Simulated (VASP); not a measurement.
# Re: relaxation of volume and atoms at fixed shape with PBEsol

Re:

```
Re
1.0
     0.00000    1.97500    1.97500
     1.97500    0.00000    1.97500
     1.97500    1.97500    0.00000
Re
1
Cartesian
  0.0000 0.0000 0.0000
```

This isn't the form of Re at room conditions, which is hcp.

* Program: VASP 6.6.1
* Task: relaxation of volume and atoms at fixed shape
* Functional: PBEsol
* Potentials or basis: VASP PAW PBE potentials, release 64 (Re)
* Cutoff: 600 eV
* k mesh: 10 × 10 × 10
* Occupations: methfessel-paxton, width 0.05 eV
* Spin: no spin polarisation
* Dipole correction: no
* Further INCAR settings: ALGO = Normal; EDIFF = 1e-07; IBRION = 2; EDIFFG = -0.005; NSW = 80; ISIF = 8

| Property | Result |
| --- | --- |
| Relaxed volume | 14.60 Å³/atom |
| Relaxed cell | a = 2.744 Å, b = 2.744 Å, c = 2.744 Å, α = 60.00°, β = 60.00°, γ = 60.00° |
| Space group after relaxing (to 0.1 Å) | Fm-3m (No. 225) |
| Pressure after relaxing | 0.0 GPa |
| Band gap on the k mesh | zero (an odd number of electrons rules out a gap without spin polarisation) |

Final structure:
```
CELL_PARAMETERS angstrom
0.00000 1.94006 1.94006
1.94006 0.00000 1.94006
1.94006 1.94006 0.00000
ATOMIC_POSITIONS crystal
Re 0.00000 0.00000 0.00000
```

Levels at points of the mesh, in eV from the Fermi level:
```
           k point  band 1  band 2  band 3  band 4  band 5  band 6  band 7
(0.00, 0.00, 0.00)  -10.26   -1.98   -1.98   -1.98    1.24    1.24   13.92
(0.50, 0.00, 0.00)   -7.00   -2.20   -2.20    0.18    3.84    3.84   10.03
(0.50, 0.50, 0.00)   -6.97   -6.07    2.80    3.79    4.61    4.61   12.30
```

It took 46 s on 1 thread of Intel Xeon 8259CL, with other jobs on the host, peak memory 0.15 GiB.

Caveat: the PAW data sets were made with another functional, which shifts forces and pressure a little; spin-orbit coupling is left out, which moves the levels of the heavy elements.
